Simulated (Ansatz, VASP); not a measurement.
**CaO, level by level in two programs**

```
Ca O
1.0
     0.00000    2.37107    2.37107
     2.37107    0.00000    2.37107
     2.37107    2.37107    0.00000
Ca O
1 1
Direct
  0.00000 0.00000 0.00000
  0.50000 0.50000 0.50000
```

Single points on this cell with VASP 6.6.1 and Ansatz 0.2.0. Each row is one pair of runs. Alike in all rows: spin: off; k mesh: 10 × 10 × 10; smearing: fermi-dirac, width 0.05 eV.

| level | VASP's potentials, cutoff | Ansatz's potentials, cutoff | gap on the k mesh at the Fermi level (eV), VASP | gap on the k mesh at the Fermi level (eV), Ansatz | least direct gap on the mesh (eV), VASP | least direct gap on the mesh (eV), Ansatz | pressure (GPa), VASP | pressure (GPa), Ansatz |
| --- | --- | --- | --- | --- | --- | --- | --- | --- |
| PBEsol+D4 | VASP PAW PBE potentials, release 64 (Ca_sv, O), 520 eV | Ansatz PAW, 420 eV | 3.51 | 3.54 | 3.88 | 3.90 | 1.2 | 0.6 |
| r2SCAN | VASP PAW PBE potentials, release 64 (Ca_sv, O), 520 eV | Ansatz PAW, 500 eV | ? | 4.19 | ? | 4.55 | ? | 4.2 |
| b88 exchange, pbe correlation | VASP PAW PBE potentials, release 64 (Ca_sv, O), 600 eV | Ansatz PAW, 420 eV | 3.65 | 3.67 | 4.01 | 4.03 | 7.0 | 6.5 |

Q: Fill in what VASP gave in row 2.

A: gap on the k mesh at the Fermi level (eV): 4.17; least direct gap on the mesh (eV): 4.54; pressure (GPa): 5.4.
